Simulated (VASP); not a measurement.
# CdHClO in VASP: a series of runs

Runs on CdHClO. Level: LDA. Tasks: single point.

All numbers are computed with VASP 6.6.1; they aren't measurements. Logs are shortened: lines on timing, memory, paths and dates and some standing lists are left out, and cuts for length are marked.

**1. The cell of the first run**

The cell holds an amorphous packing of atoms, 8 atoms: a = 5.187 Å, b = 4.195 Å, c = 6.108 Å, α = 86.10°, β = 80.50°, γ = 74.56°.

**2. Single point, LDA**

File INCAR:

```
SYSTEM = CdHClO
ALGO     = Normal         ! electronic algorithm
EDIFF    = 1E-6           ! SCF threshold, eV
ENCUT    = 520            ! plane-wave cutoff, eV
ISIF     = 2              ! what is computed and relaxed
ISMEAR   = -1             ! smearing method
LASPH    = .True.         ! aspherical terms in the spheres
LCHARG   = .False.        ! write CHGCAR
LREAL    = .False.        ! projectors in reciprocal space
LWAVE    = .False.        ! write WAVECAR
NBANDS   = 36             ! bands
NELM     = 60             ! most SCF steps
PREC     = Accurate       ! precision mode
SIGMA    = 0.05           ! smearing width, eV
```

File KPOINTS:

```
k-points
0
Gamma
  3 4 3
  0 0 0
```

File POSCAR:

```
CdHClO
1.0
    5.0696240000      0.6747710000      0.8674810000
    0.5658250000      4.1540820000      0.1406970000
   -0.0420960000      0.2180430000      6.1036620000
Cd O Cl H
2 2 2 2
Direct
    0.3557146869      0.0971121715      0.2688190920
    0.9818082620      0.6029328523      0.6483801271
    0.5954902634      0.5048967075      0.4300624869
    0.0616616282      0.0485123216      0.9039517868
    0.9172727151      0.6751441638      0.1702588691
    0.5027186399      0.3156846561      0.8056763706
    0.6462911881      0.4303886521      0.0831427562
    0.8191395756      0.1057611372      0.4211551536
```

Potentials or basis: VASP PAW LDA potentials, release 64 (Cd, O, Cl, H).

On the command line:

```bash
$ cat potpaw_LDA.64/Cd/POTCAR potpaw_LDA.64/O/POTCAR potpaw_LDA.64/Cl/POTCAR potpaw_LDA.64/H/POTCAR > POTCAR
$ mpirun -np 1 vasp_std > vasp.out
```

OUTCAR:

```text
SYSTEM = CdHClO
   EDIFF = 1E-6
   ENCUT = 520
   ISIF = 2
   ISMEAR = -1
   LASPH = .True.
   LREAL = .False.
   NELM = 60
   PREC = Accurate

 ion  position               nearest neighbor table
   1  0.356  0.097  0.269-   3 2.67   3 2.68   5 2.95   6 2.95   5 2.97   2 3.26   2 3.67
   2  0.982  0.603  0.648-   4 2.67   4 2.69   3 2.71   6 2.94   5 2.98   6 3.03   5 3.18   1 3.26
                             1 3.67
   3  0.595  0.505  0.430-   1 2.67   1 2.68   2 2.71
   4  0.062  0.049  0.904-   2 2.67   2 2.69
   5  0.917  0.675  0.170-   1 2.95   1 2.97   2 2.98   2 3.18
   6  0.503  0.316  0.806-   2 2.94   1 2.95   2 3.03
   7  0.646  0.430  0.083-
   8  0.819  0.106  0.421-

  Warning from LATTYP: Got some problem with cell dimensions!
  Tried to take original basis but could not verify dimensions!
  LATTYP: Found a triclinic cell.
 ALAT       =     4.1948004528
 B/A-ratio  =     1.7094255063
 C/A-ratio  =     1.2366217524
 COS(alpha) =     0.0151919438
 COS(beta)  =     0.2662508270
 COS(gamma) =     0.5271216213

  Lattice vectors:

 A1 = (  -0.5658250000,  -4.1540820000,  -0.1406970000)
 A2 = (  -0.6079210000,  -3.9360390000,   5.9629650000)
 A3 = (  -5.0696240000,  -0.6747710000,  -0.8674810000)

Analysis of symmetry for initial positions (statically):
=====================================================================
 Subroutine PRICEL returns:
 Original cell was already a primitive cell.

 Routine SETGRP: Setting up the symmetry group for a
 triclinic supercell.

 Subroutine GETGRP returns: Found  1 space group operations
 (whereof  1 operations were pure point group operations)
 out of a pool of  2 trial point group operations.

The static configuration has the point symmetry C_1 .

Analysis of symmetry for dynamics (positions and initial velocities):
=====================================================================
 Subroutine PRICEL returns:
 Original cell was already a primitive cell.

 Routine SETGRP: Setting up the symmetry group for a
 triclinic supercell.

 Subroutine GETGRP returns: Found  1 space group operations
 (whereof  1 operations were pure point group operations)
 out of a pool of  2 trial point group operations.

The dynamic configuration has the point symmetry C_1 .

 Subroutine INISYM returns: Found  1 space group operations
 (whereof  1 operations are pure point group operations),
 and found     1 'primitive' translations

[... 102 lines left out ...]
   EDIFFG = 0.1E-04   stopping-criterion for IOM
   NSW    =      0    number of steps for IOM
   IBRION =     -1    ionic relax: 0-MD 1-quasi-New 2-CG
   NFREE  =      0    steps in history (QN), initial steepest desc. (CG)
   ISIF   =      2    stress and relaxation
   ISYM   =      2    0-nonsym 1-usesym 2-fastsym
   POTIM  = 0.5000    time-step for ionic-motion
   TEBEG  =    0.0;   TEEND  =   0.0 temperature during run
   PSTRESS=    0.0 pullay stress
   NELECT =      52.0000    total number of electrons
   NUPDOWN=      -1.0000    fix difference up-down
   EMIN   =  10.00;   EMAX   =-10.00  energy-range for DOS
   EFERMI =   0.00;   METHOD = LEGACY
   ISMEAR =    -1;   SIGMA  =   0.05  broadening in eV -4-tet -1-fermi 0-gaus
   EFERMI_NEDOS =   21; number of points for ismear=-14 and -15
   IALGO  =     38    algorithm
   IMIX   =      4    mixing-type and parameters
     AMIX     =   0.40;   BMIX     =  1.00
     AMIX_MAG =   1.60;   BMIX_MAG =  1.00
  volume/ion in A,a.u.               =      15.79       106.55
  Fermi-wavevector in a.u.,A,eV,Ry     =   1.217859  2.301420 20.179900  1.483181
  Thomas-Fermi vector in A             =   2.353165
   LORBIT       =      0    0 simple, 1 ext, 2 COOP (PROOUT), +10 PAW based schemes
   GGA     = CA    functional components
   LHFCALC =     F    Hartree Fock is set to
   AEXX    =    0.0000 exact exchange contribution
   IVDW    =     0    specifies the selected vdW correction
   LEPSILON=     F    determine dielectric tensor
   LRPA    =     F    only Hartree local field effects (RPA)
 non-spin polarized calculation
  energy-cutoff  :      520.00
  volume of cell :      126.31
 maximum number of plane-waves:      3411
 NGX is ok and might be reduce to    40
   NGX = 19   NGY = 15   NGZ = 23

 number of electron      51.9999997 magnetization

 Free energy of the ion-electron system (eV)
  ---------------------------------------------------
  ext. energy  EPLUGINS =         0.00000000
  ---------------------------------------------------
  free energy    TOTEN  =       -21.92140324 eV

  energy without entropy =      -21.89243108  energy(sigma->0) =      -21.90691716

 E-fermi :   1.3121     XC(G=0): -10.1183

 val. band max:        1.2869619395   @ k =   0.3333   0.5000   0.0000
 cond. band min:       1.3787933885   @ k =   0.0000   0.2500   0.3333
 fundamental gap:      0.0918314490
 Fermi energy:         1.3120953905

 k-point     1 :       0.0000    0.0000    0.0000
  band No.  band energies     occupation
      1     -16.1183      2.00000
      2     -14.8229      2.00000
      3     -13.8243      2.00000
      4     -13.0981      2.00000
      5      -6.9857      2.00000
      6      -6.9642      2.00000
[... 730 lines left out ...]
     35       8.5778      0.00000
     36       9.2235      0.00000

------------------------ aborting loop because EDIFF is reached ----------------------------------------

  FORCE on cell =-STRESS in cart. coord.  units (eV):
  Direction    XX          YY          ZZ          XY          YZ          ZX
  --------------------------------------------------------------------------------------
  -------------------------------------------------------------------------------------
  Total       -7.3253881    -12.2252378     -9.5491822     -0.5186163     -0.6682089     -4.0648314
  in kB      -92.9190025   -155.0712243   -121.1267553     -6.5783965     -8.4759069    -51.5604188
  external PRESSURE =    -123.0389940 kB  Pullay stress =       0.0000000 kB

 VOLUME and BASIS-vectors are now :
 -----------------------------------------------------------------------------
  energy-cutoff  :      520.00
  volume of cell :      126.31
      direct lattice vectors                 reciprocal lattice vectors
     5.069624000  0.674771000  0.867481000     0.200494782 -0.027389247  0.002361216
     0.565825000  4.154082000  0.140697000    -0.031109457  0.245268499 -0.008976359
    -0.042096000  0.218043000  6.103662000    -0.027778145 -0.001761056  0.163707400

 POSITION                                       TOTAL-FORCE (eV/Angst)
 -----------------------------------------------------------------------------------
      1.84697      0.70205      1.96302        -0.021503     -0.060988     -0.205040
      5.29126      3.30850      4.89402         0.103039      0.184082      0.967693
      3.28649      2.59297      3.21257         0.583705     -1.637882     -1.224969
      0.30200      0.44023      5.57773        -0.267206     -0.929255     -0.126550
      5.02507      3.46068      1.92991        -0.478267      0.986151     -1.067878
      2.69330      1.82627      5.39809         0.210974      0.496578      1.858250
      3.51648      2.24210      1.12867         0.122696     -0.246586     -0.385772
      4.19484      1.08390      3.29606        -0.253438      1.207900      0.184266
 -----------------------------------------------------------------------------------
    total drift:                                0.000525     -0.000669      0.000246

  FREE ENERGIE OF THE ION-ELECTRON SYSTEM (eV)
  ---------------------------------------------------
  free  energy   TOTEN  =       -21.9214032395 eV

  energy  without entropy=      -21.8924310827  energy(sigma->0) =      -21.90691716
```

stdout:

```text
POSCAR found type information on POSCAR CdO ClH
 POSCAR found :  4 types and       8 ions
 scaLAPACK will be used
 LDA part: xc-table for (Slater(with rela. corr.)+CA(PZ))
 , standard interpolation
 POSCAR, INCAR and KPOINTS ok, starting setup
 FFT: planning ... GRIDC
 FFT: planning ... GRID_SOFT
 FFT: planning ... GRID
 WAVECAR not read
 entering main loop
```

Run time: 67 s. Hardware: 1 thread of Intel Xeon Platinum 8375C at 2.90GHz (Ice Lake), shared host; peak memory 0.24 GiB.

What came out:

| Property | Result |
| --- | --- |
| Free energy | -21.9214 eV |
| Pressure | -12.3 GPa |
| Largest force | 2.127 eV/Å |
| Band gap on the k mesh | 0.09 eV, indirect (least direct gap 0.23 eV) |

Forces in eV/Å, atoms in the order of the input:
```
Cd  -0.022 -0.061 -0.205
Cd   0.103  0.184  0.968
O    0.584 -1.638 -1.225
O   -0.267 -0.929 -0.127
Cl  -0.478  0.986 -1.068
Cl   0.211  0.497  1.858
H    0.123 -0.247 -0.386
H   -0.253  1.208  0.184
```

Levels at points of the mesh, in eV from the valence-band top:
| k point | band 23 | band 24 | band 25 | band 26 | band 27 | band 28 | band 29 | band 30 |
| --- | --- | --- | --- | --- | --- | --- | --- | --- |
| (0.00, 0.00, 0.00) | -1.78 | -1.52 | -1.03 | -0.52 | 0.15 | 1.27 | 2.01 | 2.25 |
| (0.00, 0.50, 0.00) | -1.63 | -1.26 | -0.61 | -0.21 | 0.43 | 1.18 | 1.34 | 1.92 |

Caveat: the k points lie up to 0.42 Å⁻¹ apart.

**3. Single point, LDA**

File INCAR:

```
  ALGO = Normal
  EDIFF = 1E-7
  ENCUT = 520
  ISIF = 2
  ISMEAR = -1
  LASPH = True
  LCHARG = False
  LREAL = False
  LWAVE = False
  NBANDS = 36
  NELM = 100
  PREC = Accurate
  SIGMA = 0.05
```

File KPOINTS:

```
k-points
0
Gamma
  3 4 3
```

File POSCAR:

```
CdHClO
1.0
    5.0696240000      0.6747710000      0.8674810000
    0.5658250000      4.1540820000      0.1406970000
   -0.0420960000      0.2180430000      6.1036620000
Cd O Cl H
2 2 2 2
Direct
    0.3562141402      0.0986003955      0.2697720191
    0.9823751133      0.6027861042      0.6484677654
    0.6001904068      0.5032835033      0.4251729120
    0.0621826180      0.0417250231      0.9036144490
    0.9143550616      0.6754698373      0.1691392441
    0.5001640828      0.3132017006      0.8060668532
    0.6421960944      0.4321760204      0.0718531302
    0.8080585450      0.1599035791      0.4208341831
```

Potentials or basis: VASP PAW LDA potentials, release 64 (Cd, O, Cl, H).

On the command line:

```bash
$ cat potpaw_LDA.64/Cd/POTCAR potpaw_LDA.64/O/POTCAR potpaw_LDA.64/Cl/POTCAR potpaw_LDA.64/H/POTCAR > POTCAR
$ mpirun -np 1 vasp_std > vasp.out
```

OUTCAR:

```text
EDIFF = 1E-7
   ENCUT = 520
   ISIF = 2
   ISMEAR = -1
   LASPH = True
   LREAL = False
   NELM = 100
   PREC = Accurate

 ion  position               nearest neighbor table
   1  0.356  0.099  0.270-   3 2.67   3 2.67   6 2.95   5 2.96   5 2.97   2 3.25   2 3.67
   2  0.982  0.603  0.648-   4 2.65   4 2.71   3 2.72   6 2.93   5 2.99   6 3.05   5 3.17   1 3.25
                             1 3.67
   3  0.600  0.503  0.425-   5 2.29   1 2.67   1 2.67   2 2.72
   4  0.062  0.042  0.904-   2 2.65   2 2.71
[... 955 lines left out ...]
  Total       -6.9957864    -12.3136262     -8.9430137      0.4229596     -1.6610152     -4.0426257
  in kB      -88.7381646   -156.1923894   -113.4378011      5.3650379    -21.0691734    -51.2787502
  external PRESSURE =    -119.4561184 kB  Pullay stress =       0.0000000 kB

 VOLUME and BASIS-vectors are now :
 -----------------------------------------------------------------------------
  energy-cutoff  :      520.00
  volume of cell :      126.31
      direct lattice vectors                 reciprocal lattice vectors
     5.069624000  0.674771000  0.867481000     0.200494782 -0.027389247  0.002361216
     0.565825000  4.154082000  0.140697000    -0.031109457  0.245268499 -0.008976359
    -0.042096000  0.218043000  6.103662000    -0.027778145 -0.001761056  0.163707400

 POSITION                                       TOTAL-FORCE (eV/Angst)
 -----------------------------------------------------------------------------------
      1.85031      0.70878      1.96948        -0.138555      0.018379     -0.223957
      5.29405      3.30829      4.89503         0.240817      0.082238      1.029076
      3.30961      2.58838      3.18658         1.440834     -2.823319     -0.839633
      0.30081      0.41232      5.57517        -0.354601     -1.132541     -0.203695
      5.01051      3.45982      1.92059        -0.316783      1.310470     -1.167651
      2.67893      1.81432      5.39791         0.293252      0.560486      2.146818
      3.49720      2.24430      1.05647         0.047317     -0.354428     -0.701839
      4.16932      1.30127      3.29210        -1.212281      2.338714     -0.039118
 -----------------------------------------------------------------------------------
    total drift:                                0.000623     -0.000040      0.000875

  FREE ENERGIE OF THE ION-ELECTRON SYSTEM (eV)
  ---------------------------------------------------
  free  energy   TOTEN  =       -22.4547295627 eV

  energy  without entropy=      -22.4316109069  energy(sigma->0) =      -22.44317023
```

Wall time 77 s (1 thread of Intel Xeon Platinum 8375C at 2.90GHz (Ice Lake), shared host); peak memory 0.24 GiB.

Results:

* Free energy: -22.4547 eV
* Pressure: -11.9 GPa
* Largest force: 3.279 eV/Å
* Band gap on the k mesh: 0.16 eV, indirect (least direct gap 0.22 eV)

Forces in eV/Å, atoms in the order of the input:
```
Cd  -0.139  0.018 -0.224
Cd   0.241  0.082  1.029
O    1.441 -2.823 -0.840
O   -0.355 -1.133 -0.204
Cl  -0.317  1.310 -1.168
Cl   0.293  0.560  2.147
H    0.047 -0.354 -0.702
H   -1.212  2.339 -0.039
```

Stress tensor (GPa, compression positive):
```
 -8.87   0.54  -5.13
  0.54 -15.62  -2.11
 -5.13  -2.11 -11.34
```

Caveat: the k points lie up to 0.42 Å⁻¹ apart.

**4. Single point, LDA**

File INCAR:

```
SYSTEM = CdHClO
PREC = Accurate
ENCUT = 520
EDIFF = 1E-6
ISMEAR = -1
SIGMA = 0.05
LREAL = .False.
LASPH = .True.
NELM = 80
ALGO = Normal
ISIF = 2
LWAVE = .False.
LCHARG = .False.
NBANDS = 36
```

File KPOINTS:

```
regular mesh
0
Gamma
  3 4 3
  0 0 0
```

File POSCAR:

```
CdHClO
1.0
    5.0696240000      0.6747710000      0.8674810000
    0.5658250000      4.1540820000      0.1406970000
   -0.0420960000      0.2180430000      6.1036620000
Cd O Cl H
2 2 2 2
Direct
    0.3564498548      0.0998978158      0.2704157276
    0.9828963991      0.6030570167      0.6487056026
    0.6073944786      0.4965434358      0.4190259321
    0.0623705034      0.0341189983      0.9038954537
    0.9112692212      0.6766869878      0.1678004836
    0.4977964921      0.3111765022      0.8073804547
    0.6380150139      0.4270946809      0.0492226072
    0.7672834116      0.2684904383      0.4212751983
```

On the command line:

```bash
$ cat potpaw_LDA.64/Cd/POTCAR potpaw_LDA.64/O/POTCAR potpaw_LDA.64/Cl/POTCAR potpaw_LDA.64/H/POTCAR > POTCAR
$ mpirun -np 1 vasp_std > vasp.out
```

It took 67 s on 1 thread of Intel Xeon Platinum 8375C at 2.90GHz (Ice Lake), shared host; peak memory 0.24 GiB.

The run converged. Its results:

| Property | Result |
| --- | --- |
| Free energy | -24.4032 eV |
| Pressure | -9.2 GPa |
| Largest force | 3.141 eV/Å |
| Band gap on the k mesh | 0.07 eV, indirect (least direct gap 0.27 eV) |

Forces on the atoms (eV/Å):
```
Cd  -0.181  0.181 -0.218
Cd   0.475  0.018  1.135
O    1.527 -2.732 -0.273
O   -0.460 -1.252 -0.314
Cl   0.085  1.664 -1.312
Cl   0.539  0.679  2.606
H   -0.176 -0.598 -1.344
H   -1.810  2.040 -0.280
```

Stress tensor (GPa, compression positive):
```
 -5.67   0.43  -5.14
  0.43 -11.80  -3.95
 -5.14  -3.95 -10.23
```

Levels at points of the mesh, in eV from the valence-band top:
| k point | band 23 | band 24 | band 25 | band 26 | band 27 | band 28 | band 29 | band 30 |
| --- | --- | --- | --- | --- | --- | --- | --- | --- |
| (0.00, 0.00, 0.00) | -2.11 | -1.81 | -1.28 | -0.75 | 0.10 | 1.49 | 1.80 | 4.21 |
| (0.00, 0.50, 0.00) | -1.95 | -1.40 | -0.94 | -0.50 | 0.59 | 1.12 | 1.51 | 2.85 |

Caveat: the k points lie up to 0.42 Å⁻¹ apart.
